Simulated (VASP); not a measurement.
# CdF2 (Fm-3m) in VASP: electric field gradients with PBE

Aim: the electric field gradients of CdF2 with PBE.

Program: VASP 6.6.1. These are calculated values, not measurements. Logs are shortened: lines on timing, memory, paths and dates and some standing lists are left out, and cuts for length are marked.

### 1 The cell of the first run

The structure is cubic, space group Fm-3m (No. 225). The conventional cell has a = 5.401 Å, b = 5.401 Å, c = 5.401 Å, α = 90.00°, β = 90.00°, γ = 90.00°. Cd (site symmetry m-3m) has 8 F at 2.34 Å within 3.1 Å. Within 3.1 Å of F (site symmetry -43m) lie 4 Cd at 2.34 Å and 6 F at 2.70 Å.

### 2 Electric field gradients, PBE

INCAR reads:

```
SYSTEM = CdF2
  PREC = Accurate
  ENCUT = 520
  EDIFF = 1E-8
  ISMEAR = -1
  SIGMA = 0.03
  LREAL = .FALSE.
  LASPH = .TRUE.
  NELM = 100
  ALGO = Normal
  ISIF = 2
  LWAVE = .FALSE.
  LCHARG = .FALSE.
  GGA = PE
  LEFG = .TRUE.
  NBANDS = 20
```

KPOINTS reads:

```
regular mesh
0
G
  7 7 7
  0 0 0
```

POSCAR reads:

```
CdF2
1.0
    0.0000000000      2.7005188915      2.7005188915
    2.7005188915      0.0000000000      2.7005188915
    2.7005188915      2.7005188915      0.0000000000
Cd F
1 2
Direct
    0.0000000000      0.0000000000      0.0000000000
    0.2500000000      0.2500000000      0.2500000000
    0.7500000000      0.7500000000      0.7500000000
```

Potentials or basis: VASP PAW PBE potentials, release 64 (Cd, F).

Command:

```sh
> cat potpaw_PBE.64/Cd/POTCAR potpaw_PBE.64/F/POTCAR > POTCAR
> mpirun -np 1 vasp_std > vasp.out
```

OUTCAR:

```text
SYSTEM = CdF2
   PREC = Accurate
   ENCUT = 520
   EDIFF = 1E-8
   ISMEAR = -1
   LREAL = .FALSE.
   LASPH = .TRUE.
   NELM = 100
   ISIF = 2
   GGA = PE

 ion  position               nearest neighbor table
   1  0.000  0.000  0.000-   3 2.34   3 2.34   3 2.34   2 2.34   3 2.34   2 2.34   2 2.34   2 2.34

   2  0.250  0.250  0.250-   1 2.34   1 2.34   1 2.34   1 2.34
   3  0.750  0.750  0.750-   1 2.34   1 2.34   1 2.34   1 2.34

  LATTYP: Found a face centered cubic cell.
 ALAT       =     5.4010377830

  Lattice vectors:

 A1 = (   0.0000000000,   2.7005188915,   2.7005188915)
 A2 = (   2.7005188915,   0.0000000000,   2.7005188915)
 A3 = (   2.7005188915,   2.7005188915,   0.0000000000)

Analysis of symmetry for initial positions (statically):
=====================================================================
 Subroutine PRICEL returns:
 Original cell was already a primitive cell.

 Routine SETGRP: Setting up the symmetry group for a
 face centered cubic supercell.

 Subroutine GETGRP returns: Found 48 space group operations
 (whereof 48 operations were pure point group operations)
 out of a pool of 48 trial point group operations.

The static configuration has the point symmetry O_h .

Analysis of symmetry for dynamics (positions and initial velocities):
=====================================================================
 Subroutine PRICEL returns:
 Original cell was already a primitive cell.

 Routine SETGRP: Setting up the symmetry group for a
 face centered cubic supercell.

 Subroutine GETGRP returns: Found 48 space group operations
 (whereof 48 operations were pure point group operations)
 out of a pool of 48 trial point group operations.

The dynamic configuration has the point symmetry O_h .

 Subroutine INISYM returns: Found 48 space group operations
 (whereof 48 operations are pure point group operations),
 and found     1 'primitive' translations

----------------------------------------------------------------------------------------

                                     Primitive cell

  volume of cell :      39.3887

  direct lattice vectors                    reciprocal lattice vectors
     0.000000000  2.700518891  2.700518891    -0.185149603  0.185149603  0.185149603
     2.700518891  0.000000000  2.700518891     0.185149603 -0.185149603  0.185149603
     2.700518891  2.700518891  0.000000000     0.185149603  0.185149603 -0.185149603

  length of vectors
     3.819110442  3.819110442  3.819110442     0.320688519  0.320688519  0.320688519

  position of ions in fractional coordinates (direct lattice)
     0.000000000  0.000000000  0.000000000
     0.250000000  0.250000000  0.250000000
     0.750000000  0.750000000  0.750000000

  ion indices of the primitive-cell ions
   primitive index   ion index
                 1           1
                 2           2
                 3           3

----------------------------------------------------------------------------------------

 KPOINTS: regular mesh

Automatic generation of k-mesh.
 Grid dimensions read from file:
 generate k-points for:    7    7    7

 Generating k-lattice:

  Cartesian coordinates                     Fractional coordinates (reciprocal lattice)
    -0.026449943  0.026449943  0.026449943     0.142857143  0.000000000  0.000000000
     0.026449943 -0.026449943  0.026449943     0.000000000  0.142857143  0.000000000
     0.026449943  0.026449943 -0.026449943     0.000000000  0.000000000  0.142857143

  Length of vectors
     0.045812646  0.045812646  0.045812646

  Shift w.r.t. Gamma in fractional coordinates (k-lattice)
     0.000000000  0.000000000  0.000000000

 Subroutine IBZKPT returns following result:
 ===========================================

 Found     20 irreducible k-points:

 Following reciprocal coordinates:
            Coordinates               Weight
  0.000000  0.000000  0.000000      1.000000
  0.142857  0.000000  0.000000      8.000000
  0.285714  0.000000  0.000000      8.000000
  0.428571  0.000000  0.000000      8.000000
  0.142857  0.142857  0.000000      6.000000
  0.285714  0.142857  0.000000     24.000000
[... 12 lines left out ...]
 -0.428571  0.428571  0.142857     24.000000
 -0.285714  0.428571  0.142857     24.000000
   k-points           NKPTS =     20   k-points in BZ     NKDIM =     20   number of bands    NBANDS=     20
   number of dos      NEDOS =    301   number of ions     NIONS =      3
   total plane-waves  NPLWV =  21952
   dimension x,y,z NGX =    28 NGY =   28 NGZ =   28
   dimension x,y,z NGXF=    56 NGYF=   56 NGZF=   56
   ions per type =               1   2
   NGX,Y,Z   is equivalent  to a cutoff of  12.19, 12.19, 12.19 a.u.
   NGXF,Y,Z  is equivalent  to a cutoff of  24.38, 24.38, 24.38 a.u.
 SYSTEM =  CdF2
   PREC   = accura    normal or accurate (medium, high low for compatibility)
   ISTART =      0    job   : 0-new  1-cont  2-samecut
   ICHARG =      2    charge: 1-file 2-atom 10-const
   ISPIN  =      1    spin polarized calculation?
   LNONCOLLINEAR =      F non collinear calculations
   LSORBIT =      F    spin-orbit coupling
   LASPH  =      T    aspherical Exc in radial PAW
   ENCUT  =  520.0 eV  38.22 Ry    6.18 a.u.   7.10  7.10  7.10*2*pi/ulx,y,z
   NELM   =    100;   NELMIN=  2; NELMDL= -5     # of ELM steps
   EDIFF  = 0.1E-07   stopping-criterion for ELM
   LREAL  =      F    real-space projection
   EDIFFG = 0.1E-06   stopping-criterion for IOM
   NSW    =      0    number of steps for IOM
   IBRION =     -1    ionic relax: 0-MD 1-quasi-New 2-CG
   NFREE  =      0    steps in history (QN), initial steepest desc. (CG)
   ISIF   =      2    stress and relaxation
   ISYM   =      2    0-nonsym 1-usesym 2-fastsym
   POTIM  = 0.5000    time-step for ionic-motion
   TEBEG  =    0.0;   TEEND  =   0.0 temperature during run
   PSTRESS=    0.0 pullay stress
   NELECT =      26.0000    total number of electrons
   NUPDOWN=      -1.0000    fix difference up-down
   EMIN   =  10.00;   EMAX   =-10.00  energy-range for DOS
   EFERMI =   0.00;   METHOD = LEGACY
   ISMEAR =    -1;   SIGMA  =   0.03  broadening in eV -4-tet -1-fermi 0-gaus
   EFERMI_NEDOS =   21; number of points for ismear=-14 and -15
   IALGO  =     38    algorithm
   IMIX   =      4    mixing-type and parameters
     AMIX     =   0.40;   BMIX     =  1.00
     AMIX_MAG =   1.60;   BMIX_MAG =  1.00
  volume/ion in A,a.u.               =      13.13        88.60
  Fermi-wavevector in a.u.,A,eV,Ry     =   1.425417  2.693648 27.644519  2.031815
  Thomas-Fermi vector in A             =   2.545804
   LORBIT       =      0    0 simple, 1 ext, 2 COOP (PROOUT), +10 PAW based schemes
   GGA     = PE    functional components
   LHFCALC =     F    Hartree Fock is set to
   AEXX    =    0.0000 exact exchange contribution
   IVDW    =     0    specifies the selected vdW correction
   LEPSILON=     F    determine dielectric tensor
   LRPA    =     F    only Hartree local field effects (RPA)
 non-spin polarized calculation
  energy-cutoff  :      520.00
  volume of cell :       39.39
 maximum number of plane-waves:      1073
   NGX = 15   NGY = 15   NGZ = 15

 number of electron      25.9999985 magnetization

 Free energy of the ion-electron system (eV)
  ---------------------------------------------------
  ext. energy  EPLUGINS =         0.00000000
  ---------------------------------------------------
  free energy    TOTEN  =       -10.87020927 eV

  energy without entropy =      -10.87020927  energy(sigma->0) =      -10.87020927

 E-fermi :  -0.6642     XC(G=0): -10.3727

 val. band max:       -1.4243066966   @ k =  -0.2857   0.4286   0.1429
 cond. band min:       1.6762627954   @ k =   0.0000   0.0000   0.0000
 fundamental gap:      3.1005694920
 Fermi energy:        -0.6642166726

 k-point     1 :       0.0000    0.0000    0.0000
  band No.  band energies     occupation
      1     -22.1308      2.00000
      2     -21.0463      2.00000
      3      -6.9593      2.00000
      4      -6.9593      2.00000
      5      -6.9593      2.00000
      6      -5.7833      2.00000
[... 12 lines left out ...]
     19      18.4794      0.00000
     20      18.4794      0.00000
[... 415 lines left out ...]
 k-point    20 :      -0.2857    0.4286    0.1429
  band No.  band energies     occupation
      1     -21.5592      2.00000
      2     -21.5326      2.00000
      3      -6.4384      2.00000
      4      -6.1158      2.00000
      5      -5.9756      2.00000
      6      -5.8381      2.00000
[... 12 lines left out ...]
     19      17.9730      0.00000
     20      19.9487      0.00000

------------------------ aborting loop because EDIFF is reached ----------------------------------------

  FORCE on cell =-STRESS in cart. coord.  units (eV):
  Direction    XX          YY          ZZ          XY          YZ          ZX
  --------------------------------------------------------------------------------------
  -------------------------------------------------------------------------------------
  Total        1.3050354      1.3050354      1.3050354     -0.0000000     -0.0000000     -0.0000000
  in kB       53.0837049     53.0837049     53.0837049     -0.0000000     -0.0000000     -0.0000000
  external PRESSURE =      53.0837049 kB  Pullay stress =       0.0000000 kB

 VOLUME and BASIS-vectors are now :
 -----------------------------------------------------------------------------
  energy-cutoff  :      520.00
  volume of cell :       39.39
      direct lattice vectors                 reciprocal lattice vectors
     0.000000000  2.700518891  2.700518891    -0.185149603  0.185149603  0.185149603
     2.700518891  0.000000000  2.700518891     0.185149603 -0.185149603  0.185149603
     2.700518891  2.700518891  0.000000000     0.185149603  0.185149603 -0.185149603

 POSITION                                       TOTAL-FORCE (eV/Angst)
 -----------------------------------------------------------------------------------
      0.00000      0.00000      0.00000        -0.000000      0.000000     -0.000000
      1.35026      1.35026      1.35026         0.000000     -0.000000      0.000000
      4.05078      4.05078      4.05078        -0.000000      0.000000     -0.000000
 -----------------------------------------------------------------------------------
    total drift:                                0.000000      0.000000      0.000000

  FREE ENERGIE OF THE ION-ELECTRON SYSTEM (eV)
  ---------------------------------------------------
  free  energy   TOTEN  =       -10.8702092704 eV

  energy  without entropy=      -10.8702092704  energy(sigma->0) =      -10.87020927

 Electric field gradients (V/A^2)
---------------------------------------------------------------------
 ion       V_xx      V_yy      V_zz      V_xy      V_xz      V_yz
---------------------------------------------------------------------
   1      -0.000     0.000    -0.000    -0.002    -0.002    -0.002
   2       0.000    -0.000     0.000     0.008     0.008     0.008
   3       0.000    -0.000     0.000     0.008     0.008     0.008
---------------------------------------------------------------------

 Electric field gradients after diagonalization (V/A^2)
 (convention: |V_zz| > |V_xx| > |V_yy|)
----------------------------------------------------------------------
 ion       V_xx      V_yy      V_zz     asymmetry (V_yy - V_xx)/ V_zz
----------------------------------------------------------------------
   1       0.002     0.002    -0.004       0.000
   2      -0.008    -0.008     0.017       0.000
   3      -0.008    -0.008     0.017       0.000
----------------------------------------------------------------------

           NMR quadrupolar parameters

 Cq : quadrupolar parameter    Cq=e*Q*V_zz/h
 eta: asymmetry parameters     (V_yy - V_xx)/ V_zz
 Q  : nuclear electric quadrupole moment in mb (millibarn)
----------------------------------------------------------------------
 ion       Cq(MHz)       eta       Q (mb)
----------------------------------------------------------------------
   1      -0.000       0.000       1.000
   2       0.000       0.000       1.000
   3       0.000       0.000       1.000
----------------------------------------------------------------------
```

It took 9.9 s on 1 thread of Intel Xeon 6975P-C (Granite Rapids), shared host; peak memory 0.16 GiB.

What came out:

* Free energy: -10.8702 eV
* Pressure: 5.3 GPa
* Band gap on the k mesh: 3.10 eV (least direct gap 3.55 eV)
* Largest electric field gradient by atom: zero within the noise of the run

Caveat: the cell stands under pressure; an odd mesh through Γ misses points on the zone boundary, where band edges can lie.
